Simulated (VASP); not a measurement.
The system is SnSe.

```
CELL_PARAMETERS angstrom
0.00000 3.12116 3.12116
3.12116 0.00000 3.12116
3.12116 3.12116 0.00000
ATOMIC_POSITIONS crystal
Sn 0.00000 0.00000 0.00000
Se 0.75000 0.75000 0.75000
```

```yaml
Program: VASP 6.6.1
Task: relaxation of cell and atoms
Functional: PBE
Potentials_or_basis: VASP PAW PBE potentials, release 64 (Sn_d, Se)
Cutoff: 600 eV
k_mesh: 6 × 6 × 6
Occupations: gaussian, width 0.1 eV
Spin: no spin polarisation
```

At the start: pressure 11.7 GPa; volume 30.41 Å³/atom.

How do energy, volume and symmetry change on relaxing?

Over 3 steps the energy falls by 253.1 meV/atom and the volume is 38.74 Å³/atom (+27.4 %); space group F-43m (No. 216, to 0.05 Å).

The path:
| step | energy change (eV) | largest force (eV/Å) | pressure (GPa) | volume (Å³) |
| --- | --- | --- | --- | --- |
| 1 | 0.0000 | 0.0000 | 11.69 | 60.81 |
| 2 | -0.4826 | 0.0000 | -1.58 | 82.50 |
| 3 | -0.5062 | 0.0000 | 0.16 | 77.48 |

Final structure:
```
Sn Se
1.0
     0.00000    3.38361    3.38361
     3.38361    0.00000    3.38361
     3.38361    3.38361    0.00000
Sn Se
1 1
Direct
  0.00000 0.00000 0.00000
  0.75000 0.75000 0.75000
```

Caveat: the volume moved by over 15 % at a fixed basis, so the end points are rough.
